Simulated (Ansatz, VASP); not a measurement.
**OsI3 in VASP and in Ansatz**

```xyz
4
Lattice="5.7158 0.0000 0.0000 0.0000 5.7158 0.0000 0.0000 0.0000 5.7158" Properties=species:S:1:pos:R:3 pbc="T T T"
Os    0.0000    0.0000    0.0000
I     2.8579    0.0000    0.0000
I     0.0000    0.0000    2.8579
I     0.0000    2.8579    0.0000
```

Alike in both runs: task single point; functional PBE; k mesh 6 × 6 × 6; occupations gaussian, width 0.05 eV; collinear spin; Hubbard terms Os d U = 2.0 eV.

```csv
,VASP,Ansatz
version,VASP 6.6.1,Ansatz 0.2.0
potentials or method,"VASP PAW PBE potentials, release 64 (Os, I), cutoff 520 eV","scalar-relativistic, plane waves, PAW"
valence electrons in the cell,29,67
```

Ansatz gave:

* gap on the k mesh at the Fermi level (eV): none
* pressure (GPa): -1.0
* net moment per atom (μB): 0.94
* size of the moment on the site where the two differ most (μB): 2.58

Problem. Estimate VASP's values.

Solution. gap on the k mesh at the Fermi level (eV): none; pressure (GPa): -1.1; net moment per atom (μB): 0.94; size of the moment on the site where the two differ most (μB): 3.09.

Site moments also hang on the region over which each program counts them. The programs project onto different local orbitals, so the same U acts differently, and such runs can settle in different states. A gap of «none» marks a metal or a gap that the smearing closes. VASP's potentials hold 29 valence electrons a cell and Ansatz's 67, so a difference there can come from the potentials and not from the codes. Ansatz's warnings: filled band counts differ across k points.

Spin-orbit coupling is off throughout.
